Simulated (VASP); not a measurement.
Crystal: TiO2.

```
CELL_PARAMETERS angstrom
2.96826 0.00000 0.00000
0.00021 4.70761 0.00000
1.48357 0.24235 7.08346
ATOMIC_POSITIONS crystal
Ti 0.00337 0.00039 0.00070
Ti 0.34464 0.48026 0.31696
Ti 0.66171 0.52047 0.68450
O 0.44004 0.18544 0.12854
O 0.77793 0.29773 0.45188
O 0.10124 0.30895 0.80624
O 0.90650 0.69184 0.19517
O 0.22941 0.70301 0.54951
O 0.56803 0.81530 0.87283
```

Base run:

```yaml
Program: VASP 6.6.1
Functional: PBE
Dispersion: D3(BJ)
Potentials_or_basis: VASP PAW PBE potentials, release 64 (Ti_sv, O)
Cutoff: 520 eV
k_mesh: 9 × 6 × 4
Occupations: fermi-dirac, width 0.05 eV
Spin: no spin polarisation
```

Its results: band gap on the k mesh 2.24 eV (least direct gap 2.30 eV); pressure 0.8 GPa; largest force 0.199 eV/Å.

Question: The run is repeated on the same cell with these changes: functional from PBE to BLYP; dispersion from D3(BJ) to none. What comes out?

Answer: Band gap on the k mesh 2.22 eV (least direct gap 2.28 eV); pressure 10.0 GPa; largest force 0.398 eV/Å.

Several settings changed at once.

Caveats: three body term missing (at least some runs); the cell stands under pressure (at least some runs); the PAW data sets were made with another functional, which shifts forces and pressure a little (at least some runs).

A k mesh can miss the band edges.
